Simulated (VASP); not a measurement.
# Fe (P6_3/mmc) in VASP: further runs

The runs below take Fe through single point, with PBEsol.

All numbers are computed with VASP 6.6.1; they aren't measurements. Logs are shortened: lines on timing, memory, paths and dates and some standing lists are left out, and cuts for length are marked.

**1. The cell of the first run**

It takes space group P6_3/mmc (No. 194, hexagonal). Conventional cell: a = 2.564 Å, b = 2.564 Å, c = 3.446 Å, α = 90.00°, β = 90.00°, γ = 120.00°. Fe (site symmetry -6m2) has 12 Fe at 2.27 to 2.56 Å within 3.0 Å.

**2. Single point, PBEsol**

File INCAR:

```
SYSTEM = Fe
ALGO = Normal
EDIFF = 1E-7
ENCUT = 520
GGA = PS
ISIF = 2
ISMEAR = 0
LASPH = .True.
LCHARG = .False.
LREAL = .False.
LWAVE = .False.
NBANDS = 15
NELM = 100
PREC = Accurate
SIGMA = 0.15
```

File KPOINTS:

```
k-points
0
Gamma
  33 33 18
  0 0 0
```

File POSCAR:

```
Fe
1.0
    2.5644030445      0.0000000000      0.0000000000
   -1.2822015223      2.2208381821      0.0000000000
    0.0000000000      0.0000000000      3.4464923507
Fe
2
Direct
    0.3333333333      0.6666666667      0.2500000000
    0.6666666667      0.3333333333      0.7500000000
```

Potentials or basis: VASP PAW PBE potentials, release 64 (Fe).

Command:

```
$ cat potpaw_PBE.64/Fe/POTCAR > POTCAR
$ mpirun -np 1 vasp_std > vasp.out
```

OUTCAR:

```text
SYSTEM = Fe
   EDIFF = 1E-7
   ENCUT = 520
   GGA = PS
   ISIF = 2
   ISMEAR = 0
   LASPH = .True.
   LREAL = .False.
   NELM = 100
   PREC = Accurate

 ion  position               nearest neighbor table
   1  0.333  0.667  0.250-   2 2.27   2 2.27   2 2.27   2 2.27   2 2.27   2 2.27
   2  0.667  0.333  0.750-   1 2.27   1 2.27   1 2.27   1 2.27   1 2.27   1 2.27

  LATTYP: Found a hexagonal cell.
 ALAT       =     2.5644030445
 C/A-ratio  =     1.3439745200

  Lattice vectors:

 A1 = (   2.5644030445,   0.0000000000,   0.0000000000)
 A2 = (  -1.2822015223,   2.2208381821,   0.0000000000)
 A3 = (   0.0000000000,   0.0000000000,   3.4464923507)

Analysis of symmetry for initial positions (statically):
=====================================================================
 Subroutine PRICEL returns:
 Original cell was already a primitive cell.

 Routine SETGRP: Setting up the symmetry group for a
 hexagonal supercell.

 Subroutine GETGRP returns: Found 24 space group operations
 (whereof 12 operations were pure point group operations)
 out of a pool of 24 trial point group operations.

The static configuration has the point symmetry D_3d.
 The point group associated with its full space group is D_6h.

Analysis of symmetry for dynamics (positions and initial velocities):
=====================================================================
 Subroutine PRICEL returns:
 Original cell was already a primitive cell.

 Routine SETGRP: Setting up the symmetry group for a
 hexagonal supercell.

 Subroutine GETGRP returns: Found 24 space group operations
 (whereof 12 operations were pure point group operations)
 out of a pool of 24 trial point group operations.

The dynamic configuration has the point symmetry D_3d.
 The point group associated with its full space group is D_6h.

 Subroutine INISYM returns: Found 24 space group operations
 (whereof 12 operations are pure point group operations),
 and found     1 'primitive' translations

----------------------------------------------------------------------------------------

                                     Primitive cell

  volume of cell :      19.6282

  direct lattice vectors                    reciprocal lattice vectors
     2.564403045  0.000000000  0.000000000     0.389954302  0.225140221  0.000000000
    -1.282201522  2.220838182  0.000000000     0.000000000  0.450280443  0.000000000
     0.000000000  0.000000000  3.446492351     0.000000000  0.000000000  0.290150071

  length of vectors
     2.564403045  2.564403045  3.446492351     0.450280443  0.450280443  0.290150071

  position of ions in fractional coordinates (direct lattice)
     0.333333333  0.666666667  0.250000000
     0.666666667  0.333333333  0.750000000

  ion indices of the primitive-cell ions
   primitive index   ion index
                 1           1
                 2           2

----------------------------------------------------------------------------------------

 KPOINTS: k-points

Automatic generation of k-mesh.
 Grid dimensions read from file:
 generate k-points for:   33   33   18

 Generating k-lattice:

  Cartesian coordinates                     Fractional coordinates (reciprocal lattice)
     0.011816797  0.006822431  0.000000000     0.030303030 -0.000000000  0.000000000
     0.000000000  0.013644862  0.000000000     0.000000000  0.030303030  0.000000000
     0.000000000  0.000000000  0.016119448     0.000000000  0.000000000  0.055555556

  Length of vectors
     0.013644862  0.013644862  0.016119448

  Shift w.r.t. Gamma in fractional coordinates (k-lattice)
     0.000000000  0.000000000  0.000000000

 Subroutine IBZKPT returns following result:
 ===========================================

 Found   1080 irreducible k-points:

 Following reciprocal coordinates:
            Coordinates               Weight
  0.000000  0.000000  0.000000      1.000000
  0.030303  0.000000  0.000000      6.000000
  0.060606  0.000000  0.000000      6.000000
  0.090909  0.000000  0.000000      6.000000
  0.121212  0.000000  0.000000      6.000000
  0.151515  0.000000  0.000000      6.000000
[... 16 lines left out ...]
  0.181818  0.030303  0.000000     12.000000
  0.212121  0.030303  0.000000     12.000000
 [... further k-points ...]
   k-points           NKPTS =   1080   k-points in BZ     NKDIM =   1080   number of bands    NBANDS=     15
   number of dos      NEDOS =    301   number of ions     NIONS =      2
   total plane-waves  NPLWV =  11200
   dimension x,y,z NGX =    20 NGY =   20 NGZ =   28
   dimension x,y,z NGXF=    40 NGYF=   40 NGZF=   56
   ions per type =               2
   NGX,Y,Z   is equivalent  to a cutoff of  12.97, 12.97, 13.51 a.u.
   NGXF,Y,Z  is equivalent  to a cutoff of  25.93, 25.93, 27.01 a.u.
 SYSTEM =  Fe
   PREC   = accura    normal or accurate (medium, high low for compatibility)
   ISTART =      0    job   : 0-new  1-cont  2-samecut
   ICHARG =      2    charge: 1-file 2-atom 10-const
   ISPIN  =      1    spin polarized calculation?
   LNONCOLLINEAR =      F non collinear calculations
   LSORBIT =      F    spin-orbit coupling
   LASPH  =      T    aspherical Exc in radial PAW
   ENCUT  =  520.0 eV  38.22 Ry    6.18 a.u.   4.77  4.77  6.41*2*pi/ulx,y,z
   NELM   =    100;   NELMIN=  2; NELMDL= -5     # of ELM steps
   EDIFF  = 0.1E-06   stopping-criterion for ELM
   LREAL  =      F    real-space projection
   EDIFFG = 0.1E-05   stopping-criterion for IOM
   NSW    =      0    number of steps for IOM
   IBRION =     -1    ionic relax: 0-MD 1-quasi-New 2-CG
   NFREE  =      0    steps in history (QN), initial steepest desc. (CG)
   ISIF   =      2    stress and relaxation
   ISYM   =      2    0-nonsym 1-usesym 2-fastsym
   POTIM  = 0.5000    time-step for ionic-motion
   TEBEG  =    0.0;   TEEND  =   0.0 temperature during run
   PSTRESS=    0.0 pullay stress
   NELECT =      16.0000    total number of electrons
   NUPDOWN=      -1.0000    fix difference up-down
   EMIN   =  10.00;   EMAX   =-10.00  energy-range for DOS
   EFERMI =   0.00;   METHOD = LEGACY
   ISMEAR =     0;   SIGMA  =   0.15  broadening in eV -4-tet -1-fermi 0-gaus
   EFERMI_NEDOS =   21; number of points for ismear=-14 and -15
   IALGO  =     38    algorithm
   IMIX   =      4    mixing-type and parameters
     AMIX     =   0.40;   BMIX     =  1.00
     AMIX_MAG =   1.60;   BMIX_MAG =  1.00
  volume/ion in A,a.u.               =       9.81        66.23
  Fermi-wavevector in a.u.,A,eV,Ry     =   1.529283  2.889927 31.820052  2.338708
  Thomas-Fermi vector in A             =   2.636926
   LORBIT       =      0    0 simple, 1 ext, 2 COOP (PROOUT), +10 PAW based schemes
   GGA     = PS    functional components
   LHFCALC =     F    Hartree Fock is set to
   AEXX    =    0.0000 exact exchange contribution
   IVDW    =     0    specifies the selected vdW correction
   LEPSILON=     F    determine dielectric tensor
   LRPA    =     F    only Hartree local field effects (RPA)
 non-spin polarized calculation
 Gauss-broadening in eV      SIGMA  =   0.15
  energy-cutoff  :      520.00
  volume of cell :       19.63
 maximum number of plane-waves:       543
 NGX is ok and might be reduce to    20

 number of electron      15.9999998 magnetization

 Free energy of the ion-electron system (eV)
  ---------------------------------------------------
  ext. energy  EPLUGINS =         0.00000000
  ---------------------------------------------------
  free energy    TOTEN  =       -17.42212040 eV

  energy without entropy =      -17.39568549  energy(sigma->0) =      -17.40890294

 E-fermi :   7.2551     XC(G=0): -14.1466

 val. band max:        7.2549976898   @ k =   0.4242   0.0606   0.3889
 cond. band min:       7.2552399133   @ k =   0.1212   0.1212   0.1111
 fundamental gap:      0.0002422236
 Fermi energy:         7.2551274986

 k-point     1 :       0.0000    0.0000    0.0000
  band No.  band energies     occupation
      1      -1.9544      2.00000
      2       1.8950      2.00000
      3       5.3009      2.00000
      4       5.3009      2.00000
      5       5.5355      2.00000
      6       5.5355      2.00000
      7       6.1031      2.00000
      8       6.1031      2.00000
      9       6.6307      2.00000
     10       8.0563      0.00000
     11       8.0563      0.00000
     12      10.2120      0.00000
     13      18.8871      0.00000
     14      27.3763      0.00000
     15      30.6773      0.00000

 k-point     2 :       0.0303    0.0000    0.0000
  band No.  band energies     occupation
      1      -1.9227      2.00000
      2       1.9112      2.00000
      3       5.2651      2.00000
      4       5.3188      2.00000
      5       5.5213      2.00000
      6       5.5224      2.00000
      7       6.0986      2.00000
      8       6.1169      2.00000
      9       6.6553      2.00000
     10       7.9365      0.00000
     11       8.0665      0.00000
     12      10.3715      0.00000
     13      18.8874      0.00000
     14      27.2578      0.00000
     15      29.9869      0.00000

 k-point     3 :       0.0606    0.0000    0.0000
  band No.  band energies     occupation
      1      -1.8280      2.00000
      2       1.9588      2.00000
      3       5.1658      2.00000
      4       5.3723      2.00000
      5       5.4802      2.00000
      6       5.4811      2.00000
      7       6.0861      2.00000
      8       6.1580      2.00000
      9       6.7222      2.00000
     10       7.6564      0.00015
     11       8.0959      0.00000
     12      10.7728      0.00000
     13      18.8886      0.00000
     14      26.8288      0.00000
     15      29.1343      0.00000

 k-point     4 :       0.0909    0.0000    0.0000
  band No.  band energies     occupation
      1      -1.6718      2.00000
      2       2.0345      2.00000
      3       5.0209      2.00000
      4       5.4049      2.00000
      5       5.4153      2.00000
      6       5.4602      2.00000
      7       6.0683      2.00000
      8       6.2254      2.00000
      9       6.8169      1.99996
     10       7.3319      0.46939
     11       8.1416      0.00000
     12      11.3065      0.00000
     13      18.8901      0.00000
     14      26.0028      0.00000
     15      28.3831      0.00000
[... 307 lines left out ...]
 k-point    22 :       0.1515    0.0303    0.0000
  band No.  band energies     occupation
      1      -1.0082      2.00000
      2       2.3145      2.00000
      3       4.5514      2.00000
      4       4.9841      2.00000
      5       5.1861      2.00000
      6       5.8321      2.00000
      7       6.0329      2.00000
      8       6.5085      2.00000
      9       6.6723      2.00000
     10       7.1132      1.81910
     11       8.3055      0.00000
     12      12.9586      0.00000
     13      18.8810      0.00000
     14      23.1234      0.00000
     15      25.7816      0.00000

 k-point    23 :       0.1818    0.0303    0.0000
  band No.  band energies     occupation
      1      -0.6642      2.00000
      2       2.4291      2.00000
      3       4.3708      2.00000
      4       4.7482      2.00000
      5       5.0789      2.00000
      6       6.0169      2.00000
      7       6.0458      2.00000
      8       6.5263      2.00000
      9       6.6525      2.00000
     10       7.2362      1.14169
     11       8.3756      0.00000
     12      13.6573      0.00000
     13      18.8408      0.00000
     14      21.9587      0.00000
     15      25.0385      0.00000

 k-point    24 :       0.2121    0.0303    0.0000
  band No.  band energies     occupation
      1      -0.2807      2.00000
      2       2.5289      2.00000
      3       4.2082      2.00000
      4       4.4913      2.00000
      5       4.9699      2.00000
      6       6.0754      2.00000
      7       6.2267      2.00000
      8       6.4279      2.00000
      9       6.8118      1.99997
     10       7.3645      0.30253
     11       8.4449      0.00000
     12      14.3810      0.00000
     13      18.7007      0.00000
     14      20.9181      0.00000
     15      24.3140      0.00000

 [... further k-points ...]
[... 5 lines left out ...]
  --------------------------------------------------------------------------------------
  -------------------------------------------------------------------------------------
  Total       -1.5384932     -1.5384932      6.2551087      0.0000000      0.0000000     -0.0000000
  in kB     -125.5814922   -125.5814922    510.5813262      0.0000000      0.0000000     -0.0000000
  external PRESSURE =      86.4727806 kB  Pullay stress =       0.0000000 kB

 VOLUME and BASIS-vectors are now :
 -----------------------------------------------------------------------------
  energy-cutoff  :      520.00
  volume of cell :       19.63
      direct lattice vectors                 reciprocal lattice vectors
     2.564403045  0.000000000  0.000000000     0.389954302  0.225140221  0.000000000
    -1.282201522  2.220838182  0.000000000     0.000000000  0.450280443  0.000000000
     0.000000000  0.000000000  3.446492351     0.000000000  0.000000000  0.290150071

 POSITION                                       TOTAL-FORCE (eV/Angst)
 -----------------------------------------------------------------------------------
     -0.00000      1.48056      0.86162        -0.000000      0.000000      0.000000
      1.28220      0.74028      2.58487         0.000000      0.000000      0.000000
 -----------------------------------------------------------------------------------
    total drift:                               -0.000000      0.000000     -0.000000

  FREE ENERGIE OF THE ION-ELECTRON SYSTEM (eV)
  ---------------------------------------------------
  free  energy   TOTEN  =       -17.4221203962 eV

  energy  without entropy=      -17.3956854931  energy(sigma->0) =      -17.40890294
```

Wall time 2.4 min (1 thread of AMD EPYC 9R45 (Zen 5), shared host); peak memory 0.34 GiB.

What came out:

```
Free energy            : -17.4221 eV
Pressure               : 8.6 GPa
Band gap on the k mesh : zero (band 8 reaches 8.11 eV, above the bottom of band 9 at 6.47 eV)
```

Stress tensor (GPa, compression positive):
```
-12.56   0.00   0.00
  0.00 -12.56   0.00
  0.00   0.00  51.06
```

Levels at points of the mesh, in eV from the Fermi level:
| k point | band 6 | band 7 | band 8 | band 9 | band 10 | band 11 |
| --- | --- | --- | --- | --- | --- | --- |
| (0.00, 0.00, 0.00) | -1.72 | -1.15 | -1.15 | -0.62 | 0.80 | 0.80 |
| (0.00, 0.00, 0.50) | -2.48 | -1.44 | -1.44 | 0.57 | 0.57 | 0.57 |

Caveat: the PAW data sets were made with another functional, which shifts forces and pressure a little; the run has no spin polarisation, though such a crystal can be magnetic.

**3. Single point, PBEsol**

This run uses another cell than the first one, of the same volume but with other edges.

File INCAR:

```
SYSTEM = Fe
  ALGO = Normal
  EDIFF = 1E-6
  ENCUT = 520
  GGA = PS
  ISIF = 2
  ISMEAR = 0
  LASPH = .True.
  LCHARG = .False.
  LREAL = .False.
  LWAVE = .False.
  NBANDS = 15
  NELM = 100
  PREC = Accurate
  SIGMA = 0.15
```

KPOINTS is that of step 2.

File POSCAR:

```
Fe
1.0
    2.2859435965      0.0000000000      0.0000000000
   -1.1429717983      1.9796852261      0.0000000000
    0.0000000000      0.0000000000      4.3372940437
Fe
2
Direct
    0.3333333333      0.6666666667      0.2500000000
    0.6666666667      0.3333333333      0.7500000000
```

Potentials or basis: VASP PAW PBE potentials, release 64 (Fe).

Command:

```
$ cat potpaw_PBE.64/Fe/POTCAR > POTCAR
$ mpirun -np 1 vasp_std > vasp.out
```

Run time: 2.2 min. Hardware: 1 thread of AMD EPYC 9R45 (Zen 5), shared host; peak memory 0.34 GiB.

It converged, with:

| Item | Value |
| --- | --- |
| Free energy | -17.2442 eV |
| Pressure | 10.3 GPa |
| Band gap on the k mesh | zero (band 8 reaches 8.07 eV, above the bottom of band 9 at 6.53 eV) |

Stress tensor (GPa, compression positive):
```
 36.84   0.00   0.00
  0.00  36.84   0.00
  0.00   0.00 -42.84
```

Levels at points of the mesh, in eV from the Fermi level:
```
           k point  band 6  band 7  band 8  band 9  band 10  band 11
(0.00, 0.00, 0.00)   -1.57   -1.46   -1.46   -0.01    -0.01     0.81
(0.00, 0.00, 0.50)   -1.65   -1.65   -1.65    0.48     0.48     0.48
```

Caveat: the PAW data sets were made with another functional, which shifts forces and pressure a little; the run has no spin polarisation, though such a crystal can be magnetic. Spin polarisation is off, so any magnetic state and its effect on volume and gap are missing.
